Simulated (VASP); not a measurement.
# BiTe (R-3m) in VASP: notebook

Runs on BiTe. Level: PBEsol. Tasks: relaxation of cell and atoms.

Everything below comes from runs of VASP 6.6.1. Logs are shortened: lines on timing, memory, paths and dates and some standing lists are left out, and cuts for length are marked.

### Step 1. The cell of the first run

It takes space group R-3m (No. 166, trigonal). The conventional cell has a = 4.845 Å, b = 4.845 Å, c = 9.952 Å, α = 90.00°, β = 90.00°, γ = 120.00°. Bi (site symmetry -3m) has 6 Te at 3.25 Å within 4.3 Å. Within 4.3 Å of Te (site symmetry -3m) lie 6 Bi at 3.25 Å.

### Step 2. Relaxation of cell and atoms, PBEsol

Input file INCAR:

```
SYSTEM = BiTe
  ALGO = Normal
  EDIFF = 1E-6
  EDIFFG = -0.01
  ENCUT = 600
  GGA = PS
  IBRION = 2
  ISIF = 3
  ISMEAR = -1
  LASPH = .TRUE.
  LCHARG = .FALSE.
  LREAL = .FALSE.
  LWAVE = .FALSE.
  NELM = 100
  NSW = 60
  PREC = Accurate
  SIGMA = 0.05
```

Input file KPOINTS:

```
k-points
0
G
  7 7 7
  0 0 0
```

Input file POSCAR:

```
BiTe
1.0
    2.4227077728      1.3987509848      3.3172919545
   -2.4227077728      1.3987509848      3.3172919545
    0.0000000000     -2.7975019696      3.3172919545
Bi Te
1 1
Direct
    0.5000000000      0.5000000000      0.5000000000
    0.0000000000      0.0000000000      0.0000000000
```

Potentials or basis: VASP PAW PBE potentials, release 64 (Bi_d, Te).

Started as:

```
$ cat potpaw_PBE.64/Bi_d/POTCAR potpaw_PBE.64/Te/POTCAR > POTCAR
$ mpirun -np 1 vasp_std > vasp.out
```

OUTCAR:

```text
SYSTEM = BiTe
   EDIFF = 1E-6
   EDIFFG = -0.01
   ENCUT = 600
   GGA = PS
   IBRION = 2
   ISIF = 3
   ISMEAR = -1
   LASPH = .TRUE.
   LREAL = .FALSE.
   NELM = 100
   NSW = 60
   PREC = Accurate

 ion  position               nearest neighbor table
   1  0.500  0.500  0.500-   2 3.25   2 3.25   2 3.25   2 3.25   2 3.25   2 3.25
   2  0.000  0.000  0.000-   1 3.25   1 3.25   1 3.25   1 3.25   1 3.25   1 3.25

  LATTYP: Found a trigonal (rhomboedric) cell.
 ALAT       =     4.3394058558
 COS(alpha) =     0.3765932224

  Lattice vectors:

 A1 = (   2.4227077728,   1.3987509848,   3.3172919545)
 A2 = (  -2.4227077728,   1.3987509848,   3.3172919545)
 A3 = (   0.0000000000,  -2.7975019696,   3.3172919545)

Analysis of symmetry for initial positions (statically):
=====================================================================
 Subroutine PRICEL returns:
 Original cell was already a primitive cell.

 Routine SETGRP: Setting up the symmetry group for a
 trigonal (rhombohedral) supercell.

 Subroutine GETGRP returns: Found 12 space group operations
 (whereof 12 operations were pure point group operations)
 out of a pool of 12 trial point group operations.

The static configuration has the point symmetry D_3d.

Analysis of symmetry for dynamics (positions and initial velocities):
=====================================================================
 Subroutine PRICEL returns:
 Original cell was already a primitive cell.

 Routine SETGRP: Setting up the symmetry group for a
 trigonal (rhombohedral) supercell.

 Subroutine GETGRP returns: Found 12 space group operations
 (whereof 12 operations were pure point group operations)
 out of a pool of 12 trial point group operations.

The dynamic configuration has the point symmetry D_3d.

 Subroutine INISYM returns: Found 12 space group operations
 (whereof 12 operations are pure point group operations),
 and found     1 'primitive' translations

----------------------------------------------------------------------------------------

                                     Primitive cell

  volume of cell :      67.4491

  direct lattice vectors                    reciprocal lattice vectors
     2.422707773  1.398750985  3.317291954     0.206380648  0.119153923  0.100483568
    -2.422707773  1.398750985  3.317291954    -0.206380648  0.119153923  0.100483568
     0.000000000 -2.797501970  3.317291954     0.000000000 -0.238307845  0.100483568

  length of vectors
     4.339405856  4.339405856  4.339405856     0.258626326  0.258626326  0.258626326

  position of ions in fractional coordinates (direct lattice)
     0.500000000  0.500000000  0.500000000
     0.000000000  0.000000000  0.000000000

  ion indices of the primitive-cell ions
   primitive index   ion index
                 1           1
                 2           2

----------------------------------------------------------------------------------------

 KPOINTS: k-points

Automatic generation of k-mesh.
 Grid dimensions read from file:
 generate k-points for:    7    7    7

 Generating k-lattice:

  Cartesian coordinates                     Fractional coordinates (reciprocal lattice)
     0.029482950  0.017021989  0.014354795     0.142857143  0.000000000  0.000000000
    -0.029482950  0.017021989  0.014354795     0.000000000  0.142857143  0.000000000
     0.000000000 -0.034043978  0.014354795     0.000000000  0.000000000  0.142857143

  Length of vectors
     0.036946618  0.036946618  0.036946618

  Shift w.r.t. Gamma in fractional coordinates (k-lattice)
     0.000000000  0.000000000  0.000000000

 Subroutine IBZKPT returns following result:
 ===========================================

 Found     44 irreducible k-points:

 Following reciprocal coordinates:
            Coordinates               Weight
  0.000000  0.000000  0.000000      1.000000
  0.142857 -0.000000  0.000000      6.000000
  0.285714 -0.000000  0.000000      6.000000
  0.428571 -0.000000  0.000000      6.000000
  0.142857  0.142857  0.000000      6.000000
  0.285714  0.142857  0.000000     12.000000
[... 16 lines left out ...]
  0.285714  0.285714  0.142857      6.000000
  0.428571  0.285714  0.142857     12.000000
 [... further k-points ...]
   k-points           NKPTS =     44   k-points in BZ     NKDIM =     44   number of bands    NBANDS=     14
   number of dos      NEDOS =    301   number of ions     NIONS =      2
   total plane-waves  NPLWV =  46656
   dimension x,y,z NGX =    36 NGY =   36 NGZ =   36
   dimension x,y,z NGXF=    72 NGYF=   72 NGZF=   72
   ions per type =               1   1
   NGX,Y,Z   is equivalent  to a cutoff of  13.79, 13.79, 13.79 a.u.
   NGXF,Y,Z  is equivalent  to a cutoff of  27.58, 27.58, 27.58 a.u.
 SYSTEM =  BiTe
   PREC   = accura    normal or accurate (medium, high low for compatibility)
   ISTART =      0    job   : 0-new  1-cont  2-samecut
   ICHARG =      2    charge: 1-file 2-atom 10-const
   ISPIN  =      1    spin polarized calculation?
   LNONCOLLINEAR =      F non collinear calculations
   LSORBIT =      F    spin-orbit coupling
   LASPH  =      T    aspherical Exc in radial PAW
   ENCUT  =  600.0 eV  44.10 Ry    6.64 a.u.   8.67  8.67  8.67*2*pi/ulx,y,z
   NELM   =    100;   NELMIN=  2; NELMDL= -5     # of ELM steps
   EDIFF  = 0.1E-05   stopping-criterion for ELM
   LREAL  =      F    real-space projection
   EDIFFG = -.1E-01   stopping-criterion for IOM
   NSW    =     60    number of steps for IOM
   IBRION =      2    ionic relax: 0-MD 1-quasi-New 2-CG
   NFREE  =      1    steps in history (QN), initial steepest desc. (CG)
   ISIF   =      3    stress and relaxation
   ISYM   =      2    0-nonsym 1-usesym 2-fastsym
   POTIM  = 0.5000    time-step for ionic-motion
   TEBEG  =    0.0;   TEEND  =   0.0 temperature during run
   PSTRESS=    0.0 pullay stress
   NELECT =      21.0000    total number of electrons
   NUPDOWN=      -1.0000    fix difference up-down
   EMIN   =  10.00;   EMAX   =-10.00  energy-range for DOS
   EFERMI =   0.00;   METHOD = LEGACY
   ISMEAR =    -1;   SIGMA  =   0.05  broadening in eV -4-tet -1-fermi 0-gaus
   EFERMI_NEDOS =   21; number of points for ismear=-14 and -15
   IALGO  =     38    algorithm
   IMIX   =      4    mixing-type and parameters
     AMIX     =   0.40;   BMIX     =  1.00
     AMIX_MAG =   1.60;   BMIX_MAG =  1.00
  volume/ion in A,a.u.               =      33.72       227.58
  Fermi-wavevector in a.u.,A,eV,Ry     =   1.109573  2.096789 16.750837  1.231152
  Thomas-Fermi vector in A             =   2.246114
   LORBIT       =      0    0 simple, 1 ext, 2 COOP (PROOUT), +10 PAW based schemes
   GGA     = PS    functional components
   LHFCALC =     F    Hartree Fock is set to
   AEXX    =    0.0000 exact exchange contribution
   IVDW    =     0    specifies the selected vdW correction
   LEPSILON=     F    determine dielectric tensor
   LRPA    =     F    only Hartree local field effects (RPA)
 conjugate gradient relaxation of ions
 non-spin polarized calculation
  energy-cutoff  :      600.00
  volume of cell :       67.45
 maximum number of plane-waves:      2263
   NGX = 17   NGY = 17   NGZ = 17

--------------------------------------- Ionic step        1  -------------------------------------------

 number of electron      21.0000005 magnetization

 Free energy of the ion-electron system (eV)
  ---------------------------------------------------
  ext. energy  EPLUGINS =         0.00000000
  ---------------------------------------------------
  free energy    TOTEN  =        -7.97481703 eV

  energy without entropy =       -7.96281948  energy(sigma->0) =       -7.96881825

------------------------ aborting loop because EDIFF is reached ----------------------------------------

  FORCE on cell =-STRESS in cart. coord.  units (eV):
  Direction    XX          YY          ZZ          XY          YZ          ZX
  --------------------------------------------------------------------------------------
  -------------------------------------------------------------------------------------
  Total       -0.9977562     -0.9977562     -0.9353449      0.0000000      0.0000000      0.0000000
  in kB      -23.7005611    -23.7005611    -22.2180523      0.0000000      0.0000000      0.0000000
  external PRESSURE =     -23.2063915 kB  Pullay stress =       0.0000000 kB

 VOLUME and BASIS-vectors are now :
 -----------------------------------------------------------------------------
  energy-cutoff  :      600.00
  volume of cell :       67.45
      direct lattice vectors                 reciprocal lattice vectors
     2.422707773  1.398750985  3.317291954     0.206380648  0.119153923  0.100483568
    -2.422707773  1.398750985  3.317291954    -0.206380648  0.119153923  0.100483568
     0.000000000 -2.797501970  3.317291954     0.000000000 -0.238307845  0.100483568
[... 181 lines left out ...]
 POSITION                                       TOTAL-FORCE (eV/Angst)
 -----------------------------------------------------------------------------------
      0.00000     -0.00000      4.72859         0.000000      0.000000     -0.000000
      0.00000      2.78915      6.30479        -0.000000     -0.000000      0.000000
 -----------------------------------------------------------------------------------
    total drift:                               -0.000000     -0.000000      0.000000

  FREE ENERGIE OF THE ION-ELECTRON SYSTEM (eV)
  ---------------------------------------------------
  free  energy   TOTEN  =        -8.0003161923 eV

  energy  without entropy=       -7.9883370185  energy(sigma->0) =       -7.99432661

--------------------------------------- Ionic step        7  -------------------------------------------

 number of electron      21.0000000 magnetization

 Free energy of the ion-electron system (eV)
  ---------------------------------------------------
  ext. energy  EPLUGINS =         0.00000000
  ---------------------------------------------------
  free energy    TOTEN  =        -8.00067420 eV

  energy without entropy =       -7.98853924  energy(sigma->0) =       -7.99460672

 E-fermi :   7.1447     XC(G=0):  -9.8810

 val. band max:        7.1317953076   @ k =  -0.2857   0.2857   0.1429
 cond. band min:       7.1888975593   @ k =   0.4286   0.4286   0.2857
 fundamental gap:      0.0571022518
 Fermi energy:         7.1447239358

 k-point     1 :       0.0000    0.0000    0.0000
  band No.  band energies     occupation
      1     -16.0138      2.00000
      2     -16.0138      2.00000
      3     -15.9993      2.00000
      4     -15.9993      2.00000
      5     -15.9767      2.00000
      6      -6.6773      2.00000
      7      -0.9899      2.00000
      8       4.0615      2.00000
      9       4.0615      2.00000
     10       5.6368      2.00000
     11       9.1526      0.00000
     12       9.9099      0.00000
     13       9.9099      0.00000
     14      10.9940      0.00000

 k-point     2 :       0.1429   -0.0000    0.0000
  band No.  band energies     occupation
      1     -16.0136      2.00000
      2     -16.0135      2.00000
      3     -16.0007      2.00000
      4     -15.9972      2.00000
      5     -15.9763      2.00000
      6      -6.4929      2.00000
      7      -1.4892      2.00000
      8       4.1927      2.00000
      9       4.3760      2.00000
     10       5.5308      2.00000
[... 362 lines left out ...]
 k-point    24 :       0.4286    0.2857    0.1429
  band No.  band energies     occupation
      1     -16.0210      2.00000
      2     -16.0145      2.00000
      3     -15.9963      2.00000
      4     -15.9829      2.00000
      5     -15.9757      2.00000
      6      -5.3343      2.00000
      7      -2.7363      2.00000
      8       3.1247      2.00000
      9       3.6265      2.00000
     10       4.6498      2.00000
     11       7.2921      0.09963
     12       7.8194      0.00000
     13      10.1135      0.00000
     14      10.8135      0.00000

 [... further k-points ...]
[... 5 lines left out ...]
  --------------------------------------------------------------------------------------
  -------------------------------------------------------------------------------------
  Total       -0.0031528     -0.0031528     -0.0046101     -0.0000000     -0.0000000      0.0000000
  in kB       -0.0790415     -0.0790415     -0.1155764     -0.0000000     -0.0000000      0.0000000
  external PRESSURE =      -0.0912198 kB  Pullay stress =       0.0000000 kB

 VOLUME and BASIS-vectors are now :
 -----------------------------------------------------------------------------
  energy-cutoff  :      600.00
  volume of cell :       63.91
      direct lattice vectors                 reciprocal lattice vectors
     2.407349640  1.389883962  3.183316712     0.207697292  0.119914087  0.104712589
    -2.407349640  1.389883962  3.183316712    -0.207697292  0.119914087  0.104712589
     0.000000000 -2.779767925  3.183316712     0.000000000 -0.239828174  0.104712589

 POSITION                                       TOTAL-FORCE (eV/Angst)
 -----------------------------------------------------------------------------------
      0.00000     -0.00000      4.77498        -0.000000      0.000000     -0.000000
      0.00000     -0.00000      0.00000         0.000000     -0.000000      0.000000
 -----------------------------------------------------------------------------------
    total drift:                               -0.000000     -0.000000      0.000000

  FREE ENERGIE OF THE ION-ELECTRON SYSTEM (eV)
  ---------------------------------------------------
  free  energy   TOTEN  =        -8.0006742048 eV

  energy  without entropy=       -7.9885392410  energy(sigma->0) =       -7.99460672

 reached required accuracy - stopping structural energy minimisation
```

Wall time 2.4 min (1 thread of Intel Xeon Platinum 8259CL at 2.50GHz (Skylake/Cascade Lake), shared host); peak memory 0.24 GiB.

What came out:

```
Free energy                            : -8.0007 eV
Relaxed volume                         : 31.95 Å³/atom
Relaxed cell                           : a = 4.226 Å, b = 4.226 Å, c = 4.226 Å, α = 69.45°, β = 69.45°, γ = 69.45°
Space group after relaxing (to 0.05 Å) : R-3m (No. 166)
Energy gained by relaxing              : 12.9 meV/atom
Ionic steps                            : 7
Pressure after relaxing                : 0.0 GPa
```

The path:
```
step  energy change (eV)  largest force (eV/Å)  pressure (GPa)  volume (Å³)
   1              0.0000                0.0000           -2.32        67.45
   2             -0.0157                0.0000            1.50        62.79
   3             -0.0230                0.0000           -0.01        64.40
   4             -0.0238                0.0000           -0.01        64.33
   5             -0.0253                0.0000           -0.01        64.14
   6             -0.0255                0.0000           -0.02        63.71
   7             -0.0259                0.0000           -0.01        63.91
```

Final structure:
```
CELL_PARAMETERS angstrom
2.40735 1.38988 3.18332
-2.40735 1.38988 3.18332
0.00000 -2.77977 3.18332
ATOMIC_POSITIONS crystal
Bi 0.50000 0.50000 0.50000
Te 0.00000 0.00000 0.00000
```

Levels at points of the mesh, in eV from the Fermi level:
| k point | band 6 | band 7 | band 8 | band 9 | band 10 | band 11 | band 12 | band 13 | band 14 |
| --- | --- | --- | --- | --- | --- | --- | --- | --- | --- |
| (0.00, 0.00, 0.00) | -13.82 | -8.13 | -3.08 | -3.08 | -1.51 | 2.01 | 2.77 | 2.77 | 3.85 |

Caveat: the PAW data sets were made with another functional, which shifts forces and pressure a little; spin-orbit coupling is left out, which moves the levels of the heavy elements.

### Step 3. Relaxation of cell and atoms, PBEsol, target pressure 2 GPa, at which the enthalpy is minimised

Input file INCAR:

```
PREC = Accurate
ENCUT = 600
EDIFF = 1E-6
ISMEAR = -1
SIGMA = 0.05
LREAL = F
LASPH = T
NELM = 80
ALGO = Normal
ISIF = 3
LWAVE = F
LCHARG = F
GGA = PS
IBRION = 2
NSW = 60
EDIFFG = -0.01
PSTRESS = 20.0
```

Input file KPOINTS:

```
regular mesh
0
Gamma
  7 7 7
```

POSCAR is that of step 2.

Potentials or basis: VASP PAW PBE potentials, release 64 (Bi_d, Te).

Started as:

```
$ cat potpaw_PBE.64/Bi_d/POTCAR potpaw_PBE.64/Te/POTCAR > POTCAR
$ mpirun -np 1 vasp_std > vasp.out
```

Run time: 3.1 min. Hardware: 1 thread of Intel Xeon Platinum 8259CL at 2.50GHz (Skylake/Cascade Lake), shared host; peak memory 0.24 GiB.

The run converged. Its results:

| Quantity | Value |
| --- | --- |
| Free energy | -7.9836 eV |
| Relaxed volume | 30.54 Å³/atom |
| Relaxed cell | a = 4.122 Å, b = 4.122 Å, c = 4.122 Å, α = 71.45°, β = 71.45°, γ = 71.45° |
| Space group after relaxing (to 0.05 Å) | R-3m (No. 166) |
| Energy change on relaxing (the enthalpy is what falls) | -4.4 meV/atom |
| Ionic steps | 9 |
| Pressure after relaxing | 2.0 GPa |

Step by step:
```csv
step,energy change (eV),largest force (eV/Å),pressure (GPa),volume (Å³)
1,0.0000,0.0000,-2.32,67.45
2,0.0699,0.0000,5.96,58.95
3,-0.0105,0.0000,1.96,62.29
4,-0.0093,0.0000,2.07,62.19
5,-0.0107,0.0000,2.07,62.06
6,-0.0122,0.0000,2.09,61.63
7,-0.0006,0.0000,2.01,60.64
8,-0.0100,0.0000,2.04,61.20
9,-0.0087,0.0000,2.03,61.08
```

Final structure:
```
Bi Te
1.0
     2.40671    1.38952    3.04418
    -2.40671    1.38952    3.04418
     0.00000   -2.77903    3.04418
Bi Te
1 1
Direct
  0.50000 0.50000 0.50000
  0.00000 0.00000 0.00000
```

Levels at points of the mesh, in eV from the Fermi level:
```
           k point  band 6  band 7  band 8  band 9  band 10  band 11  band 12  band 13  band 14
(0.00, 0.00, 0.00)  -14.06   -8.01   -3.21   -3.21    -1.38     2.16     3.10     3.10     3.69
```

Caveat: the cell is relaxed towards a set pressure, so the enthalpy falls and the energy may rise; the PAW data sets were made with another functional, which shifts forces and pressure a little; spin-orbit coupling is left out, which moves the levels of the heavy elements.

(Part 1 of 2 ends here.)
